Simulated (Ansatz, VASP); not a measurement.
**BN in VASP and in Ansatz**

POSCAR

```
BN
1.0
    2.5071210957      0.0000000000      0.0000000000
   -1.2535605478      2.1712305592      0.0000000000
    0.0000000000      0.0000000000     45.8423717808
B N
4 4
Direct
    0.6666666667      0.3333333333      0.3911371990
    0.3333333333      0.6666666667      0.4638427203
    0.6666666667      0.3333333333      0.5361572797
    0.3333333333      0.6666666667      0.6088628010
    0.3333333333      0.6666666667      0.3911009278
    0.6666666667      0.3333333333      0.4638406344
    0.3333333333      0.6666666667      0.5361593656
    0.6666666667      0.3333333333      0.6088990722
```

Contents of INCAR.step1:

```
PREC = Accurate
ENCUT = 520
ISMEAR = 0
SIGMA = 0.02
LREAL = False
LASPH = True
NELM = 80
LDIPOL = True
IDIPOL = 3
DIPOL = 0.5 0.5 0.500
NBANDS = 26
GGA = PE
ALGO = Normal
EDIFF = 1E-4
LWAVE = True
LCHARG = False
```

File INCAR.step2:

```
PREC = Accurate
ENCUT = 520
EDIFF = 1E-7
ISMEAR = 0
SIGMA = 0.02
LREAL = False
LASPH = True
NELM = 80
ALGO = Normal
ISIF = 2
LWAVE = False
LCHARG = False
LDIPOL = True
IDIPOL = 3
DIPOL = 0.5 0.5 0.500
METAGGA = R2SCAN
LMIXTAU = True
NBANDS = 26
ISTART = 1
```

KPOINTS

```
regular mesh
0
Gamma
  12 12 1
```

Input for Ansatz:

```yaml
crystal:
  lattice:
    - [2.5071210957, 0.0, 0.0]
    - [-1.2535605478, 2.1712305592, 0.0]
    - [0.0, 0.0, 45.8423717808]
  atoms:
    - { symbol: B, position: [0.6666666667, 0.3333333333, 0.391137199] }
    - { symbol: "N", position: [0.3333333333, 0.6666666667, 0.3911009278] }
    - { symbol: B, position: [0.3333333333, 0.6666666667, 0.4638427203] }
    - { symbol: "N", position: [0.6666666667, 0.3333333333, 0.4638406344] }
    - { symbol: B, position: [0.6666666667, 0.3333333333, 0.5361572797] }
    - { symbol: "N", position: [0.3333333333, 0.6666666667, 0.5361593656] }
    - { symbol: B, position: [0.3333333333, 0.6666666667, 0.608862801] }
    - { symbol: "N", position: [0.6666666667, 0.3333333333, 0.6088990722] }
  periodic: [true, true, false]
basis:
  ecutwfc: 500
kpoints:
  mp_grid: { grid: [12, 12, 1] }
  band_path:
    path:
      - [0.0, 0.0, 0.0]
      - [0.05, 0.0, 0.0]
      - [0.1, 0.0, 0.0]
      - [0.15, 0.0, 0.0]
      - [0.2, 0.0, 0.0]
      - [0.25, 0.0, 0.0]
      - [0.3, 0.0, 0.0]
      - [0.35, 0.0, 0.0]
      - [0.4, 0.0, 0.0]
      - [0.45, 0.0, 0.0]
      - [0.5, 0.0, 0.0]
      - [0.4833333333, 0.0333333333, 0.0]
      - [0.4666666667, 0.0666666667, 0.0]
      - [0.45, 0.1, 0.0]
      - [0.4333333333, 0.1333333333, 0.0]
      - [0.4166666667, 0.1666666667, 0.0]
      - [0.4, 0.2, 0.0]
      - [0.3833333333, 0.2333333333, 0.0]
      - [0.3666666667, 0.2666666667, 0.0]
      - [0.35, 0.3, 0.0]
      - [0.3333333333, 0.3333333333, 0.0]
      - [0.3, 0.3, 0.0]
      - [0.2666666667, 0.2666666667, 0.0]
      - [0.2333333333, 0.2333333333, 0.0]
      - [0.2, 0.2, 0.0]
      - [0.1666666667, 0.1666666667, 0.0]
      - [0.1333333333, 0.1333333333, 0.0]
      - [0.1, 0.1, 0.0]
      - [0.0666666667, 0.0666666667, 0.0]
      - [0.0333333333, 0.0333333333, 0.0]
      - [0.309896, 0.3125, 0.0]
      - [0.0, 0.5, 0.0]
    npoints: 1
hamiltonian:
  xc: r2scan
scf:
  occupations: { method: gaussian, width: 0.02 }
  n_extra_bands: 6
output:
  forces: true
  stress: true
  eigenvalues: true
```

Alike in both runs: task single point; functional r2SCAN; k mesh 12 × 12 × 1; occupations gaussian, width 0.02 eV; no spin polarisation.

```csv
,VASP,Ansatz
version,VASP 6.6.1,Ansatz 0.2.0
potentials or method,"VASP PAW PBE potentials, release 64 (B, N), cutoff 520 eV","scalar-relativistic, plane waves, PAW"
valence electrons in the cell,32,32
```

VASP gave:

| Property | Result |
| --- | --- |
| gap on the k mesh at the Fermi level (eV) | 4.92 |
| least direct gap on the mesh (eV) | 5.38 |
| rms of the force components (eV/Å) | 0.006 |

Task: Which values does Ansatz return?

Result: gap on the k mesh at the Fermi level (eV): 4.88; least direct gap on the mesh (eV): 5.32; rms of the force components (eV/Å): 0.006.

VASP's potentials were made for PBE, not for r2SCAN. The functional is the same, so the differences come from potentials, cutoffs and numerics.
